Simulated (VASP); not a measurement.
Write the native input for VASP 6.6.1 that does the following.

```yaml
Task: electric field gradients
Functional: PBE
Potentials_or_basis: VASP PAW PBE potentials, release 64 (Tl_d)
Cutoff: 520 eV
k_mesh: 11 × 11 × 6
Occupations: fermi-dirac, width 0.05 eV
Spin: non-collinear spin, zero start, spin-orbit coupling
Starting_moments: "[[0.0, 0.0, 0.0], [0.0, 0.0, 0.0]] μB"
Dipole_correction: no
Further_INCAR_settings: ALGO = Normal; EDIFF = 1e-08; NBANDS = 38
```

The structure of Tl lies in POSCAR:

```
Tl
1.0
    3.4559983565      0.0000000000      0.0000000000
   -1.7279991783      2.9929823722      0.0000000000
    0.0000000000      0.0000000000      5.5250000000
Tl
2
Direct
    0.3333333333      0.6666666667      0.2500000000
    0.6666666667      0.3333333333      0.7500000000
```

These files were run (other wordings do the same):

INCAR

```
PREC = Accurate ; ENCUT = 520
EDIFF = 1E-8 ; ISMEAR = -1
SIGMA = 0.05 ; LREAL = F
LASPH = T ; NELM = 150
ALGO = Normal ; ISIF = 2
LWAVE = F ; LCHARG = F
MAGMOM = 0 0 0 0 0 0 ; LORBIT = 11
LSORBIT = T ; GGA_COMPAT = F
LORBMOM = T ; GGA = PE
LEFG = T ; NBANDS = 38
```

KPOINTS

```
regular mesh
0
Gamma
  11 11 6
```

Potentials or basis: VASP PAW PBE potentials, release 64 (Tl_d).

Run with:

```console
$ cat potpaw_PBE.64/Tl_d/POTCAR > POTCAR
$ mpirun -np 1 vasp_ncl > vasp.out
```

Results of the run:

The pressure is 2.8 GPa. The net moment is 0.00 μB per cell. The largest electric field gradient by atom is Tl -23.4 V/Å². The valence electrons inside the program's atomic spheres are Tl 11.22.

Caveat: without QUAD_EFG the Cq values of the log hold for a quadrupole moment of 1 mb, not for the nuclei.

Run time: 9 min on 1 thread of Intel Xeon 8259CL, with other jobs on the host, peak memory 0.42 GiB.
